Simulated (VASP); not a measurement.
Runs of VASP 6.6.1 on PbS. The structure is cubic, space group F-43m (No. 216). The conventional cell has a = 6.602 Å, b = 6.602 Å, c = 6.602 Å, α = 90.00°, β = 90.00°, γ = 90.00°. Pb (site symmetry -43m) has 4 S at 2.86 Å within 3.8 Å. Within 3.8 Å of S (site symmetry -43m) lie 4 Pb at 2.86 Å. 

```csv
level,potentials or basis,k mesh,grid for exact exchange (PRECFOCK),screening parameter,gap on the mesh (eV),pressure (GPa)
HSE06,"VASP PAW PBE potentials, release 64 (Pb_d, S)",4 × 4 × 4,Normal,0.2079 1/Å,1.29,(b)
r2SCAN,"VASP PAW PBE potentials, release 64 (Pb_d, S)",4 × 4 × 4,-,-,0.95,-0.1
PBE,"VASP PAW PBE potentials, release 64 (Pb_d, S)",6 × 6 × 6,-,-,0.91,0.7
PBE,"VASP PAW PBE potentials, release 64 (Pb_d, S)",4 × 4 × 4,-,-,(a),0.7
LDA,"VASP PAW LDA potentials, release 64 (Pb_d, S)",4 × 4 × 4,-,-,0.60,-2.2
```

Alike in all rows: task single point; no spin polarisation; cell as given; cutoff (eV) 520; smearing gaussian 0.01 eV.

Task: Fill in the values left out.

Result: (a) 0.80; (b) 0.0.

Caveats: spin-orbit coupling is left out, which moves the levels of the heavy elements; the PAW data sets were made with another functional, which shifts forces and pressure a little (some runs).

A k mesh can miss the band edges, and the runs leave out spin-orbit coupling on Pb.
